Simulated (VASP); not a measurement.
Here is a VASP 6.6.1 calculation.

INCAR

```
PREC = Accurate
ENCUT = 500
EDIFF = 1E-6
ISMEAR = 0
SIGMA = 0.1
LREAL = F
LASPH = T
NELM = 120
ALGO = Normal
ISIF = 2
LWAVE = F
LCHARG = F
NBANDS = 21
GGA_COMPAT = F
```

Contents of KPOINTS:

```
Automatic mesh
0
Gamma
  4 4 4
```

Contents of POSCAR:

```
K2Pt
1.0
    0.0000000000      3.7814631400      3.7814631400
    3.7814631400      0.0000000000      3.7814631400
    3.7814631400      3.7814631400      0.0000000000
K Pt
2 1
Direct
    0.7500000000      0.7500000000      0.7500000000
    0.2500000000      0.2500000000      0.2500000000
    0.0000000000      0.0000000000      0.0000000000
```

Potentials or basis: VASP PAW LDA potentials, release 64 (K_sv, Pt).

Command:

```sh
$ cat potpaw_LDA.64/K_sv/POTCAR potpaw_LDA.64/Pt/POTCAR > POTCAR
$ mpirun -np 1 vasp_std > vasp.out
```

Question: Predict the pressure.

Answer: -1.8 GPa.

Question: What does it give for the band gap on the k mesh?

Answer: 1.31 eV (least direct gap 1.39 eV).

Caveat: spin-orbit coupling is left out, which moves the levels of the heavy elements. A k mesh can miss the band edges.
